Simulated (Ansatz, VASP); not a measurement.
# One calculation of Pt, two programs

Contents of INCAR:

```
SYSTEM = Pt
  PREC = Accurate
  ENCUT = 520
  EDIFF = 1E-7
  ISMEAR = 0
  SIGMA = 0.15
  LREAL = .FALSE.
  LASPH = .TRUE.
  NELM = 100
  ALGO = Fast
  ISIF = 2
  LWAVE = .FALSE.
  LCHARG = .FALSE.
  GGA = PE
  NBANDS = 11
```

The input KPOINTS:

```
Automatic mesh
0
G
  20 20 20
  0 0 0
```

The input POSCAR:

```
Pt
1.0
    0.0000000000      1.8600050000      1.9089525000
    1.8600050000      0.0000000000      1.9089525000
    1.8600050000      1.8600050000      0.0000000000
Pt
1
Direct
    0.0000000000      0.0000000000      0.0000000000
```

Input for Ansatz:

```yaml
crystal:
  lattice:
    - [0.0, 1.860005, 1.9089525]
    - [1.860005, 0.0, 1.9089525]
    - [1.860005, 1.860005, 0.0]
  atoms:
    - { symbol: Pt, position: [0.0, 0.0, 0.0] }
basis:
  ecutwfc: 420
kpoints:
  mp_grid: { grid: [20, 20, 20] }
hamiltonian:
  xc: pbe
scf:
  occupations: { method: gaussian, width: 0.15 }
output:
  forces: true
  stress: true
  eigenvalues: true
```

Change from the starting cell: strain -0.050 along x and y, -0.025 along z, atoms carried along.

Alike in both runs: task single point; functional PBE; k mesh 20 × 20 × 20; occupations gaussian, width 0.15 eV; no spin polarisation.

|  | VASP | Ansatz |
| --- | --- | --- |
| version | VASP 6.6.1 | Ansatz 0.2.0 |
| potentials or method | VASP PAW PBE potentials, release 64 (Pt), cutoff 520 eV | scalar-relativistic, plane waves, PAW |
| valence electrons in the cell | 10 | 18 |

```tsv
	VASP	Ansatz	Ansatz less VASP
gap on the k mesh at the Fermi level (eV)	none	none	-
pressure (GPa)	65.8	66.4	+0.56
traceless stress, the component that is largest in VASP (GPa)	-3.36	-3.38	-0.016
```

A gap of «none» marks a metal or a gap that the smearing closes. Both programs put the cell under a high pressure, so it lies far from rest at this level. VASP's potentials hold 10 valence electrons a cell and Ansatz's 18, so a difference there can come from the potentials and not from the codes.

Neither program's run includes spin-orbit coupling. Noted on VASP's run: the cell as given lies far from equilibrium.
